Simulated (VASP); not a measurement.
# H7C2N in VASP: further runs, part 2 of 3

VASP 6.6.1.

## (3) Single point, PBE

The input, INCAR:

```
PREC     = Accurate       # precision mode
ENCUT    = 520            # plane-wave cutoff, eV
EDIFF    = 1E-6           # SCF threshold, eV
ISMEAR   = -1             # smearing method
SIGMA    = 0.05           # smearing width, eV
LREAL    = False          # projectors in reciprocal space
LASPH    = True           # aspherical terms in the spheres
NELM     = 120            # most SCF steps
ALGO     = Normal         # electronic algorithm
ISIF     = 2              # what is computed and relaxed
LWAVE    = False          # write WAVECAR
LCHARG   = False          # write CHGCAR
GGA      = PE             # functional
NBANDS   = 51             # bands
GGA_COMPAT= False
```

The input, KPOINTS:

```
regular mesh
0
Gamma
  1 1 1
```

The input, POSCAR:

```
H7C2N
1.0
    6.8873110000      0.0000000000      0.0000000000
    0.0000000000      6.8873110000      0.0000000000
    0.0000000000      0.0000000000      6.8873110000
C H N
6 21 3
Direct
    0.2008911751      0.3768669659      0.4271187986
    0.0580052215      0.3628847311      0.2947594497
    0.5401527534      0.8001235896      0.5317169502
    0.4528617918      0.8936724362      0.3841557322
   -0.0089004257      0.8336054521      0.6954238018
    0.0139531960      1.0263221742      0.7517592860
    0.1586686009      0.3909072786      0.5774967908
    0.3519080233      0.4029729455      0.3950017648
   -0.0958719593      0.3594871787      0.3244372150
    0.0855776659      0.3426155723      0.1358149792
    0.5143807213      0.8182583885      0.6859861563
    0.6532012276      0.6914890296      0.5119414529
    0.3320599288      0.9970654730      0.4029148676
    0.4901913098      0.8466874808      0.2319482887
    0.0105992019      0.7673241415      0.5560951146
   -0.0702886802      0.7322015806      0.8007479261
    0.0833852283      1.1219182639      0.6411065218
   -0.0212710011      1.0805378180      0.8982605838
    0.6595317098      0.2617567292      0.9888329422
    0.4808553004      0.1386027145      1.0778807578
    0.5391944694      0.1198435790      0.8543101945
    0.8520596790      0.9679104080      0.3436900120
    0.9593729686      0.9704077542      0.1405338019
    0.7685147367      0.8443353291      0.1538771808
    0.2800802810      0.6931587669      1.0204417951
    0.4195106044      0.6741092423      0.8507384086
    0.4229807540      0.5127400229      1.0051673287
    0.5133353206      0.2250951061      0.9630173518
    0.8901006503      0.8816793666      0.2307867323
    0.4279173686      0.6609691358      0.9972977843
```

Potentials or basis: VASP PAW PBE potentials, release 64 (C, H, N).

Started as:

```bash
> cat potpaw_PBE.64/C/POTCAR potpaw_PBE.64/H/POTCAR potpaw_PBE.64/N/POTCAR > POTCAR
> mpirun -np 1 vasp_gam > vasp.out
```

OUTCAR:

```text
PREC = Accurate
   ENCUT = 520
   EDIFF = 1E-6
   ISMEAR = -1
   LREAL = False
   LASPH = True
   NELM = 120
   ISIF = 2
   GGA = PE

 ion  position               nearest neighbor table
   1  0.201  0.377  0.427-   8 1.08   7 1.08   2 1.34
   2  0.058  0.363  0.295-   9 1.08  10 1.12   1 1.34
   3  0.540  0.800  0.532-  11 1.08  12 1.09   4 1.35
   4  0.453  0.894  0.384-  13 1.10  14 1.13   3 1.35
   5  0.991  0.834  0.695-  15 1.07  16 1.09   6 1.39
   6  0.014  0.026  0.752-  18 1.10  17 1.11   5 1.39
   7  0.159  0.391  0.577-   1 1.08
   8  0.352  0.403  0.395-   1 1.08
   9  0.904  0.359  0.324-   2 1.08
  10  0.086  0.343  0.136-   2 1.12
  11  0.514  0.818  0.686-   3 1.08
  12  0.653  0.691  0.512-   3 1.09
[... 13 lines left out ...]
  26  0.420  0.674  0.851-  30 1.02
  27  0.423  0.513  0.005-  30 1.02
  28  0.513  0.225  0.963-  20 1.02  19 1.05  21 1.06
  29  0.890  0.882  0.231-  23 0.99  22 1.01  24 1.02
  30  0.428  0.661  0.997-  26 1.02  27 1.02  25 1.05

  LATTYP: Found a simple cubic cell.
 ALAT       =     6.8873110000

  Lattice vectors:

 A1 = (   6.8873110000,   0.0000000000,   0.0000000000)
 A2 = (   0.0000000000,   6.8873110000,   0.0000000000)
 A3 = (   0.0000000000,   0.0000000000,   6.8873110000)

Analysis of symmetry for initial positions (statically):
=====================================================================
 Subroutine PRICEL returns:
 Original cell was already a primitive cell.

 Routine SETGRP: Setting up the symmetry group for a
 simple cubic supercell.

 Subroutine GETGRP returns: Found  1 space group operations
 (whereof  1 operations were pure point group operations)
 out of a pool of 48 trial point group operations.

The static configuration has the point symmetry C_1 .

Analysis of symmetry for dynamics (positions and initial velocities):
=====================================================================
 Subroutine PRICEL returns:
 Original cell was already a primitive cell.

 Routine SETGRP: Setting up the symmetry group for a
 simple cubic supercell.

 Subroutine GETGRP returns: Found  1 space group operations
 (whereof  1 operations were pure point group operations)
 out of a pool of 48 trial point group operations.

The dynamic configuration has the point symmetry C_1 .

 Subroutine INISYM returns: Found  1 space group operations
 (whereof  1 operations are pure point group operations),
 and found     1 'primitive' translations

----------------------------------------------------------------------------------------

                                     Primitive cell

  volume of cell :     326.7000

  direct lattice vectors                    reciprocal lattice vectors
     6.887311000  0.000000000  0.000000000     0.145194547  0.000000000  0.000000000
     0.000000000  6.887311000  0.000000000     0.000000000  0.145194547  0.000000000
     0.000000000  0.000000000  6.887311000     0.000000000  0.000000000  0.145194547

  length of vectors
     6.887311000  6.887311000  6.887311000     0.145194547  0.145194547  0.145194547

  position of ions in fractional coordinates (direct lattice)
     0.200891175  0.376866966  0.427118799
     0.058005221  0.362884731  0.294759450
     0.540152753  0.800123590  0.531716950
     0.452861792  0.893672436  0.384155732
     0.991099574  0.833605452  0.695423802
     0.013953196  0.026322174  0.751759286
[... 22 lines left out ...]
     0.890100650  0.881679367  0.230786732
     0.427917369  0.660969136  0.997297784

  ion indices of the primitive-cell ions
   primitive index   ion index
                 1           1
                 2           2
                 3           3
                 4           4
                 5           5
                 6           6
[... 22 lines left out ...]
                29          29
                30          30

----------------------------------------------------------------------------------------

 KPOINTS: regular mesh

Automatic generation of k-mesh.
 Grid dimensions read from file:
 generate k-points for:    1    1    1

 Generating k-lattice:

  Cartesian coordinates                     Fractional coordinates (reciprocal lattice)
     0.145194547  0.000000000  0.000000000     1.000000000  0.000000000  0.000000000
     0.000000000  0.145194547  0.000000000     0.000000000  1.000000000  0.000000000
     0.000000000  0.000000000  0.145194547     0.000000000  0.000000000  1.000000000

  Length of vectors
     0.145194547  0.145194547  0.145194547

  Shift w.r.t. Gamma in fractional coordinates (k-lattice)
     0.000000000  0.000000000  0.000000000

 Subroutine IBZKPT returns following result:
 ===========================================

 Found      1 irreducible k-points:

 Following reciprocal coordinates:
            Coordinates               Weight
  0.000000  0.000000  0.000000      1.000000
   k-points           NKPTS =      1   k-points in BZ     NKDIM =      1   number of bands    NBANDS=     51
   number of dos      NEDOS =    301   number of ions     NIONS =     30
   total plane-waves  NPLWV = 157464
   dimension x,y,z NGX =    54 NGY =   54 NGZ =   54
   dimension x,y,z NGXF=   108 NGYF=  108 NGZF=  108
   ions per type =               6  21   3
   NGX,Y,Z   is equivalent  to a cutoff of  13.03, 13.03, 13.03 a.u.
   NGXF,Y,Z  is equivalent  to a cutoff of  26.07, 26.07, 26.07 a.u.
 SYSTEM =  unknown system
   PREC   = accura    normal or accurate (medium, high low for compatibility)
   ISTART =      0    job   : 0-new  1-cont  2-samecut
   ICHARG =      2    charge: 1-file 2-atom 10-const
   ISPIN  =      1    spin polarized calculation?
   LNONCOLLINEAR =      F non collinear calculations
   LSORBIT =      F    spin-orbit coupling
   LASPH  =      T    aspherical Exc in radial PAW
   ENCUT  =  520.0 eV  38.22 Ry    6.18 a.u.  12.81 12.81 12.81*2*pi/ulx,y,z
   NELM   =    120;   NELMIN=  2; NELMDL= -5     # of ELM steps
   EDIFF  = 0.1E-05   stopping-criterion for ELM
   LREAL  =      F    real-space projection
   EDIFFG = 0.1E-04   stopping-criterion for IOM
   NSW    =      0    number of steps for IOM
   IBRION =     -1    ionic relax: 0-MD 1-quasi-New 2-CG
   NFREE  =      0    steps in history (QN), initial steepest desc. (CG)
   ISIF   =      2    stress and relaxation
   ISYM   =      2    0-nonsym 1-usesym 2-fastsym
   POTIM  = 0.5000    time-step for ionic-motion
   TEBEG  =    0.0;   TEEND  =   0.0 temperature during run
   PSTRESS=    0.0 pullay stress
   NELECT =      60.0000    total number of electrons
   NUPDOWN=      -1.0000    fix difference up-down
   EMIN   =  10.00;   EMAX   =-10.00  energy-range for DOS
   EFERMI =   0.00;   METHOD = LEGACY
   ISMEAR =    -1;   SIGMA  =   0.05  broadening in eV -4-tet -1-fermi 0-gaus
   EFERMI_NEDOS =   21; number of points for ismear=-14 and -15
   IALGO  =     38    algorithm
   IMIX   =      4    mixing-type and parameters
     AMIX     =   0.40;   BMIX     =  1.00
     AMIX_MAG =   1.60;   BMIX_MAG =  1.00
  volume/ion in A,a.u.               =      10.89        73.49
  Fermi-wavevector in a.u.,A,eV,Ry     =   0.930555  1.758495 11.781738  0.865933
  Thomas-Fermi vector in A             =   2.056956
   LORBIT       =      0    0 simple, 1 ext, 2 COOP (PROOUT), +10 PAW based schemes
   GGA     = PE    functional components
   LHFCALC =     F    Hartree Fock is set to
   AEXX    =    0.0000 exact exchange contribution
   IVDW    =     0    specifies the selected vdW correction
   LEPSILON=     F    determine dielectric tensor
   LRPA    =     F    only Hartree local field effects (RPA)
 non-spin polarized calculation
  energy-cutoff  :      520.00
  volume of cell :      326.70
 maximum number of plane-waves:      4367
 NGX is ok and might be reduce to    50
   NGX = 25   NGY = 25   NGZ = 25

 number of electron      60.0000002 magnetization

 Free energy of the ion-electron system (eV)
  ---------------------------------------------------
  ext. energy  EPLUGINS =         0.00000000
  ---------------------------------------------------
  free energy    TOTEN  =      -153.99364548 eV

  energy without entropy =     -153.99364548  energy(sigma->0) =     -153.99364548

 E-fermi :  -1.8213     XC(G=0):  -6.4838

 val. band max:       -3.0638589353   @ k =   0.0000   0.0000   0.0000
 cond. band min:       1.2858131327   @ k =   0.0000   0.0000   0.0000
 fundamental gap:      4.3496720680
 Fermi energy:        -1.8212630882

 k-point     1 :       0.0000    0.0000    0.0000
  band No.  band energies     occupation
      1     -18.4690      2.00000
      2     -18.2175      2.00000
      3     -18.0947      2.00000
      4     -15.9517      2.00000
      5     -15.6177      2.00000
      6     -15.5031      2.00000
[... 34 lines left out ...]
     41       5.2315      0.00000
     42       5.2702      0.00000
 [bands above 42 left out]

------------------------ aborting loop because EDIFF is reached ----------------------------------------

  FORCE on cell =-STRESS in cart. coord.  units (eV):
  Direction    XX          YY          ZZ          XY          YZ          ZX
  --------------------------------------------------------------------------------------
  -------------------------------------------------------------------------------------
  Total       -0.8892005     -1.7260651      1.8822520      0.9279437     -3.0362421     -3.3783111
  in kB       -4.3607501     -8.4648383      9.2307982      4.5507518    -14.8901097    -16.5676586
  external PRESSURE =      -1.1982634 kB  Pullay stress =       0.0000000 kB

 VOLUME and BASIS-vectors are now :
 -----------------------------------------------------------------------------
  energy-cutoff  :      520.00
  volume of cell :      326.70
      direct lattice vectors                 reciprocal lattice vectors
     6.887311000  0.000000000  0.000000000     0.145194547  0.000000000  0.000000000
     0.000000000  6.887311000  0.000000000     0.000000000  0.145194547  0.000000000
     0.000000000  0.000000000  6.887311000     0.000000000  0.000000000  0.145194547

 POSITION                                       TOTAL-FORCE (eV/Angst)
 -----------------------------------------------------------------------------------
      1.38360      2.59560      2.94170        -1.366223      0.479540     -0.491943
      0.39950      2.49930      2.03010         1.058049     -0.397367     -1.085855
      3.72020      5.51070      3.66210        -0.076043      0.112249     -0.306625
      3.11900      6.15500      2.64580         0.125018     -0.690230     -0.144830
      6.82601      5.74130      4.78960        -0.498797      2.299517      2.362156
      0.09610      0.18129      5.17760         0.499879     -2.448275     -1.874876
[... 22 lines left out ...]
      6.13040      6.07240      1.58950        -0.323448     -0.571129     -0.036718
      2.94720      4.55230      6.86870        -1.863828      0.046815     -0.055159
 -----------------------------------------------------------------------------------
    total drift:                               -0.001067     -0.000264     -0.000236

  FREE ENERGIE OF THE ION-ELECTRON SYSTEM (eV)
  ---------------------------------------------------
  free  energy   TOTEN  =      -153.9936454840 eV

  energy  without entropy=     -153.9936454839  energy(sigma->0) =     -153.99364548
```

Run time: 56 s. Hardware: 1 thread of AMD EPYC 7R43 (Zen 3), shared host; peak memory 0.32 GiB.

Results:

| Property | Result |
| --- | --- |
| Free energy | -153.9936 eV |
| Pressure | -0.1 GPa |
| Largest force | 3.334 eV/Å |
| Band gap on the k mesh | 4.35 eV |

Forces in eV/Å, atoms in the order of the input:
```
C   -1.366  0.480 -0.492
C    1.058 -0.397 -1.086
C   -0.076  0.112 -0.307
C    0.125 -0.690 -0.145
C   -0.499  2.300  2.362
C    0.500 -2.448 -1.875
H    0.114  0.124  0.458
H    0.443 -0.284 -0.296
H   -0.383 -0.049  0.608
H    0.220  0.372  0.678
H   -0.386  0.610  0.055
H    0.068 -0.065 -0.496
H    0.385 -0.198  0.117
H   -0.355  0.395  0.871
H    0.538  0.301 -0.859
H   -0.032 -0.062  0.213
H   -0.540 -0.088  0.827
H    0.153 -0.139 -0.467
H   -0.955  0.131  0.091
H   -0.175 -0.148  0.493
H   -0.577  0.793  0.469
H   -0.417 -0.049  0.214
H    0.955  0.616 -0.705
H   -0.106 -0.068  0.370
H    0.840  0.087  0.523
H    0.519  0.215 -0.785
H    0.324 -0.446  0.310
N    1.814 -0.878 -1.055
N   -0.323 -0.571 -0.037
N   -1.864  0.047 -0.055
```

Stress tensor (GPa, compression positive):
```
-0.44  0.46 -1.66
 0.46 -0.85 -1.49
-1.66 -1.49  0.92
```

Caveat: the k points lie up to 0.91 Å⁻¹ apart.

## (4) Single point, PBE

The input, INCAR:

```
SYSTEM = H7C2N
  PREC = Accurate
  ENCUT = 520
  EDIFF = 1E-6
  ISMEAR = -1
  SIGMA = 0.05
  LREAL = .False.
  LASPH = .True.
  NELM = 120
  ALGO = Normal
  ISIF = 2
  LWAVE = .False.
  LCHARG = .False.
  GGA = PE
  NBANDS = 51
  GGA_COMPAT = .False.
```

The input, KPOINTS:

```
regular mesh
0
Gamma
  1 1 1
  0 0 0
```

The input, POSCAR:

```
H7C2N
1.0
    6.8873110000      0.0000000000      0.0000000000
    0.0000000000      6.8873110000      0.0000000000
    0.0000000000      0.0000000000      6.8873110000
C H N
6 21 3
Direct
    0.2084848499      0.4012015720      0.4327813859
    0.0703322385      0.3635090676      0.2935107766
    0.5520006284      0.8221786413      0.5531912237
    0.4383278176      0.8756973513      0.3968602550
   -0.0161456336      0.8308757946      0.7169851920
    0.0408432260      1.0186994605      0.7495813678
    0.1511620428      0.4449777279      0.5767562986
    0.3629137700      0.3919817183      0.4092598693
   -0.0828480085      0.4061091477      0.3396826425
    0.1200323319      0.3081463869      0.1504215506
    0.6061001166      0.9237422268      0.6717135323
    0.6251931995      0.6796266351      0.5463815994
    0.3605180600      1.0155051805      0.3799160514
    0.4181457756      0.7739740517      0.2819097323
   -0.0466074496      0.7863010687      0.5535251711
   -0.0379683740      0.7262631236      0.8375837827
    0.0845758236      1.1231233786      0.6368378022
    0.0586585969      1.0518328561      0.9055783890
    0.6527511245      0.2713105303      0.9521713191
    0.5656343964      0.1476338153      1.1239074292
    0.5008195506      0.0847064987      0.9137818809
    0.8504189806      0.9260798590      0.3514724397
    0.8995382959      0.9443017747      0.1273791760
    0.7128761864      0.8105630775      0.1947058874
    0.2775974542      0.7010718697      1.0460831520
    0.3985735507      0.6850278723      0.8401392067
    0.3888164771      0.4888990783      0.9957296832
    0.5282032422      0.1993085545      0.9965282532
    0.8520887179      0.8485604904      0.2268084017
    0.4004320409      0.6427036619      0.9781901819
```

Started as:

```bash
> cat potpaw_PBE.64/C/POTCAR potpaw_PBE.64/H/POTCAR potpaw_PBE.64/N/POTCAR > POTCAR
> mpirun -np 1 vasp_gam > vasp.out
```

It took 54 s on 1 thread of AMD EPYC 7R43 (Zen 3), shared host; peak memory 0.32 GiB.

The run converged. Its results:

| Item | Value |
| --- | --- |
| Free energy | -153.7753 eV |
| Pressure | -1.5 GPa |
| Largest force | 2.724 eV/Å |
| Band gap on the k mesh | 4.05 eV |

Forces on the atoms (eV/Å):
```
C   -2.465 -0.228 -0.684
C    1.048  0.753  1.700
C   -0.564  1.168 -1.239
C    0.886  0.242  2.544
C    0.122  1.232 -2.114
C   -0.276 -2.166  0.738
H    0.643  0.110 -0.415
H    0.464 -0.219 -0.038
H    1.033 -0.773 -0.981
H   -0.706  0.378  0.313
H   -0.747 -0.809 -0.896
H   -0.264  0.343  0.200
H    0.411 -0.366  0.356
H   -0.121 -0.547 -0.574
H    0.681  0.056  2.397
H   -0.085  0.381 -0.546
H   -0.379 -0.211  0.304
H    0.239  0.526 -0.428
H   -0.637 -0.403 -0.267
H    0.304 -0.773  1.805
H   -0.019 -0.866 -0.940
H   -0.296  0.103  0.221
H    0.140  0.242 -0.689
H    0.015  0.062 -0.131
H    0.707 -0.407 -0.632
H   -0.177 -0.011 -1.159
H    0.250  1.547 -0.607
N    0.359  2.102 -0.567
N    0.344 -0.229  0.077
N   -0.908 -1.236  2.251
```

Stress tensor (GPa, compression positive):
```
-1.80 -0.03 -0.85
-0.03 -1.93 -0.10
-0.85 -0.10 -0.89
```

Levels at points of the mesh, in eV from the valence-band top:
```
           k point  band 27  band 28  band 29  band 30  band 31  band 32  band 33  band 34
(0.00, 0.00, 0.00)    -0.73    -0.61    -0.15     0.00     4.05     4.20     4.64     4.74
```

Caveat: the k points lie up to 0.91 Å⁻¹ apart.

(Part 2 of 3 ends here.)
